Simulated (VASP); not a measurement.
A run of VASP 6.6.1:

INCAR

```
SYSTEM = Ni
PREC     = Accurate       ! precision mode
ENCUT    = 600            ! plane-wave cutoff, eV
EDIFF    = 1E-6           ! SCF threshold, eV
ISMEAR   = -1             ! smearing method
SIGMA    = 0.1            ! smearing width, eV
LREAL    = .FALSE.        ! projectors in reciprocal space
LASPH    = .TRUE.         ! aspherical terms in the spheres
NELM     = 200            ! most SCF steps
ALGO     = Normal         ! electronic algorithm
ISIF     = 2              ! what is computed and relaxed
LWAVE    = .FALSE.        ! write WAVECAR
LCHARG   = .FALSE.        ! write CHGCAR
ISPIN    = 2              ! spin polarisation
MAGMOM   = 1.5            ! initial moments
LORBIT   = 11             ! projections on sites
LMAXMIX  = 4              ! l up to which the mixer works
NBANDS   = 15             ! bands
GGA_COMPAT= .FALSE.
```

KPOINTS

```
Automatic mesh
0
G
  14 14 14
  0 0 0
```

File POSCAR:

```
Ni
1.0
   -1.3837155000      1.3837155000      1.3837155000
    1.3837155000     -1.3837155000      1.3837155000
    1.3837155000      1.3837155000     -1.3837155000
Ni
1
Direct
    0.0000000000      0.0000000000      0.0000000000
```

Potentials or basis: VASP PAW LDA potentials, release 64 (Ni).

The run is started by

```sh
$ cat potpaw_LDA.64/Ni/POTCAR > POTCAR
$ mpirun -np 1 vasp_std > vasp.out
```

Hardware: 1 thread of AMD EPYC 9R45 96-Core Processor (Zen 5), with other jobs on the host.

Estimate the wall time of this run.

Run time: 24 s on 1 thread of AMD EPYC 9R45 96-Core Processor (Zen 5), with other jobs on the host, peak memory 0.11 GiB. Counts: scf iterations 13, k points 104.
